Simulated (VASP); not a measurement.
A run of VASP 6.6.1 is set up as follows.

The input INCAR:

```
ALGO = Normal
EDIFF = 1E-7
ENCUT = 520
GGA = PS
ISIF = 2
ISMEAR = -1
LASPH = True
LCHARG = False
LREAL = False
LWAVE = False
NBANDS = 25
NELM = 60
PREC = Accurate
SIGMA = 0.03
```

KPOINTS

```
k-points
0
Gamma
  7 7 7
```

Contents of POSCAR:

```
SiO2
1.0
   -2.3028285000      2.3028285000      3.7440000000
    2.3028285000     -2.3028285000      3.7440000000
    2.3028285000      2.3028285000     -3.7440000000
Si O
2 4
Direct
    0.0000000000      0.0000000000      0.0000000000
    0.7500000000      0.2500000000      0.5000000000
    0.9983800000      0.6250000000      0.8733800000
    0.3750000000      0.2483800000      0.3733800000
    0.7516200000      0.1250000000      0.1266200000
    0.8750000000      0.0016200000      0.6266200000
```

Potentials or basis: VASP PAW PBE potentials, release 64 (Si, O).

Launch:

```sh
$ cat potpaw_PBE.64/Si/POTCAR potpaw_PBE.64/O/POTCAR > POTCAR
$ mpirun -np 1 vasp_std > vasp.out
```

Question: What does it give for the pressure?

Answer: 13.3 GPa.

Question: What does it give for the largest force?

Answer: 0.923 eV/Å.

Question: Predict the band gap on the k mesh.

Answer: 6.29 eV, direct.

Stress tensor (GPa, compression positive):
```
14.30  0.00  0.00
 0.00 14.30  0.00
 0.00  0.00 11.33
```

Caveat: the cell differs from its parent crystal (equal xx and yy strain of -3 %); the PAW data sets were made with another functional, which shifts forces and pressure a little. A k mesh can miss the band edges.
